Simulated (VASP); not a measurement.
Runs of VASP 6.6.1 on AlCu5. The structure is that of space group P-62m (No. 189), or close to it. The cells are those of the table. 

```csv
task,cell,k mesh,cutoff (eV),smearing,gap on the mesh (eV),pressure (GPa),largest force (eV/Å)
single point,"a = 4.490, b = 4.490, c = 4.234 Å, angles 90.0, 90.0, 120.0°, 6 atoms",12 × 12 × 10,520,gaussian 0.1 eV,none,0.4,0.01
single point,"a = 4.894, b = 4.894, c = 4.422 Å, angles 90.0, 90.0, 120.0°, 6 atoms",6 × 6 × 4,520,gaussian 0.1 eV,none,-16.5,(a)
single point,"a = 4.487, b = 4.487, c = 4.238 Å, angles 90.0, 90.0, 120.0°, 6 atoms",6 × 6 × 4,520,gaussian 0.1 eV,none,0.4,-
single point,"a = 4.491, b = 4.491, c = 4.235 Å, angles 90.0, 90.0, 120.0°, 6 atoms",12 × 12 × 10,520,fermi-dirac 0.15 eV,none,0.5,0.01
relaxation of cell and atoms,"relaxed from a = 4.894, b = 4.894, c = 4.422 Å, angles 90.0, 90.0, 120.0°, 6 atoms",6 × 6 × 4,600,gaussian 0.1 eV,none,0.0,0.03
```

Alike in all rows: level PBE; potentials or basis VASP PAW PBE potentials, release 64 (Al, Cu); no spin polarisation.

Question: Fill in the values left out.

Answer: (a) 0.11.

Caveats: some runs use coarse meshes.

A gap of «none» marks levels without a gap at the run's occupations.
